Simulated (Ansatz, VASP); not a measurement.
## One calculation of GeMo, two programs

INCAR

```
SYSTEM = GeMo
  PREC = Accurate
  ENCUT = 520
  EDIFF = 1E-6
  ISMEAR = -1
  SIGMA = 0.08
  LREAL = .FALSE.
  LASPH = .TRUE.
  NELM = 100
  ALGO = Normal
  ISIF = 2
  LWAVE = .FALSE.
  LCHARG = .FALSE.
  GGA = PE
  NBANDS = 36
```

The input KPOINTS:

```
regular mesh
0
G
  9 9 5
  0 0 0
```

File POSCAR:

```
GeMo
1.0
    4.1631569298      0.0000000000      0.0000000000
   -2.0815784649      3.6053996611      0.0000000000
    0.0000000000      0.0000000000      4.8400617224
Mo Ge
2 2
Direct
    0.3333333333      0.6666666667     -0.0620000808
    0.6666666667      0.3333333333      0.4379999192
    0.3333333333      0.6666666667      0.4380000808
    0.6666666667      0.3333333333      0.9380000808
```

Input for Ansatz:

```yaml
crystal:
  lattice:
    - [4.1631569298, 0.0, 0.0]
    - [-2.0815784649, 3.6053996611, 0.0]
    - [0.0, 0.0, 4.8400617224]
  atoms:
    - { symbol: Mo, position: [0.3333333333, 0.6666666667, -0.0620000808] }
    - { symbol: Mo, position: [0.6666666667, 0.3333333333, 0.4379999192] }
    - { symbol: Ge, position: [0.3333333333, 0.6666666667, 0.4380000808] }
    - { symbol: Ge, position: [0.6666666667, 0.3333333333, 0.9380000808] }
kpoints:
  mp_grid: { grid: [9, 9, 5] }
scf:
  occupations: { method: fermi_dirac, width: 0.08 }
hamiltonian:
  xc: pbe
  pseudopotentials: { kind: all_electron, lapw: { basis_error: 0.0005 } }
output:
  forces: true
  stress: true
  eigenvalues: true
  populations: true
```

Alike in both runs: task single point; functional PBE; k mesh 9 × 9 × 5; occupations fermi-dirac, width 0.08 eV; no spin polarisation.

```csv
,VASP,Ansatz
version,VASP 6.6.1,Ansatz 0.2.0
potentials or method,"VASP PAW PBE potentials, release 64 (Mo_sv, Ge_d), cutoff 520 eV","all-electron LAPW, scalar-relativistic"
```

|  | VASP | Ansatz | Ansatz less VASP |
| --- | --- | --- | --- |
| pressure (GPa) | 19.3 | 19.0 | -0.33 |
| traceless stress, the component that is largest in VASP (GPa) | 0.12 | 0.03 | -0.094 |

Ansatz ran all-electron here, and VASP with PAW potentials.
